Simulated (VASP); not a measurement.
Runs of VASP 6.6.1 on Sb. The structure is that of space group R-3m (No. 166), or close to it. The cells are those of the table. 

```tsv
cell	gap on the mesh (eV)	pressure (GPa)	largest force (eV/Å)
a = 4.405 Å, angles 56.5°, 2 atoms	none	(a)	0.69
a = 4.400 Å, angles 58.5°, 2 atoms	none	(b)	0.42
a = 4.358 Å, angles 57.2°, 2 atoms	none	7.4	0.79
a = 4.627 Å, angles 57.2°, 2 atoms	none	-3.8	0.21
a = 4.452 Å, angles 55.9°, 2 atoms	none	5.1	0.60
```

Alike in all rows: task single point; level PBEsol; potentials or basis VASP PAW PBE potentials, release 64 (Sb); no spin polarisation; k mesh 12 × 12 × 12; cutoff (eV) 520; smearing gaussian 0.15 eV.

**Question.** Estimate the missing entries.

**Answer.** (a) 6.2; (b) 2.3.

Caveats: the PAW data sets were made with another functional, which shifts forces and pressure a little; spin-orbit coupling is left out, which moves the levels of the heavy elements; the cell stands under pressure (at least some runs); the cell stands under tension (at least some runs).

A k mesh can miss the band edges, and the runs leave out spin-orbit coupling on Sb.

A gap of «none» marks levels without a gap at the run's occupations.
